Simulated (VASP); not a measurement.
A run of VASP 6.6.1 is set up as follows.

The input INCAR:

```
PREC = Accurate
ENCUT = 500
EDIFF = 1E-6
ISMEAR = 0
SIGMA = 0.1
LREAL = F
LASPH = T
NELM = 120
ALGO = Normal
ISIF = 2
LWAVE = F
LCHARG = F
GGA = PS
NBANDS = 12
GGA_COMPAT = F
```

The input KPOINTS:

```
Automatic mesh
0
Gamma
  11 11 11
```

Contents of POSCAR:

```
Au
1.0
    0.0000000000      2.1921372950      2.1921372950
    2.1921372950      0.0000000000      2.1921372950
    2.1921372950      2.1921372950      0.0000000000
Au
1
Direct
    0.0000000000      0.0000000000      0.0000000000
```

Potentials or basis: VASP PAW PBE potentials, release 64 (Au).

Run with:

```sh
$ cat potpaw_PBE.64/Au/POTCAR > POTCAR
$ mpirun -np 1 vasp_std > vasp.out
```

(1) Predict the pressure.

(2) What does it give for the band gap on the k mesh?

## Answers

(1) -20.1 GPa.

(2) zero (an odd number of electrons rules out a gap without spin polarisation).

Caveat: the cell stands under tension; the PAW data sets were made with another functional, which shifts forces and pressure a little; spin-orbit coupling is left out, which moves the levels of the heavy elements.
